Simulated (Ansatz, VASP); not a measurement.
**KI in VASP and in Ansatz**

INCAR

```
PREC = Accurate
ENCUT = 520
EDIFF = 1E-8
ISMEAR = -1
SIGMA = 0.03
LREAL = False
LASPH = True
NELM = 80
ALGO = Normal
ISIF = 2
LWAVE = False
LCHARG = False
GGA = PE
LEFG = True
NBANDS = 15
```

File KPOINTS:

```
Automatic mesh
0
Gamma
  9 9 9
```

POSCAR

```
KI
1.0
    0.0000000000      4.0275764067      4.0275764067
    4.0275764067      0.0000000000      4.0275764067
    4.0275764067      4.0275764067      0.0000000000
K I
1 1
Direct
    0.0000000000      0.0000000000      0.0000000000
    0.2500000000      0.2500000000      0.2500000000
```

Input for Ansatz:

```yaml
crystal:
  lattice:
    - [0.0, 4.0275764067, 4.0275764067]
    - [4.0275764067, 0.0, 4.0275764067]
    - [4.0275764067, 4.0275764067, 0.0]
  atoms:
    - { symbol: K, position: [0.0, 0.0, 0.0] }
    - { symbol: I, position: [0.25, 0.25, 0.25] }
kpoints:
  mp_grid: { grid: [9, 9, 9] }
scf:
  occupations: { method: fermi_dirac, width: 0.03 }
hamiltonian:
  xc: pbe
  pseudopotentials: { kind: paw }
output:
  forces: true
  stress: true
  eigenvalues: true
  efg: { contact_densities: true }
  write_density: true
  write_potential: true
  elf: true
  volumetric_format: npy
```

Change from the starting cell: volume scaled by 1.025, PAW files.

Alike in both runs: task electric field gradients; functional PBE; k mesh 9 × 9 × 9; occupations fermi-dirac, width 0.03 eV; no spin polarisation.

```csv
,VASP,Ansatz
version,VASP 6.6.1,Ansatz 0.2.0
potentials or method,"VASP PAW PBE potentials, release 64 (K_sv, I)","PAW with Ansatz's default frozen-core files, scalar-relativistic"
plane-wave cutoff (eV),520,420
valence electrons in the cell,16,26
```

Ansatz gave:

| Property | Result |
| --- | --- |
| gap on the k mesh at the Fermi level (eV) | 3.86 |
| pressure (GPa) | -0.2 |

**Question.** What did VASP give for the same quantities?

**Answer.** gap on the k mesh at the Fermi level (eV): 3.85; pressure (GPa): -0.2.

With one functional, cell and mesh, what is left measures potentials, basis and numerics. VASP's potentials hold 16 valence electrons a cell and Ansatz's 26, so a difference there can come from the potentials and not from the codes. Ansatz's warnings: xc potential rough in thin density.

Neither program's run includes spin-orbit coupling.
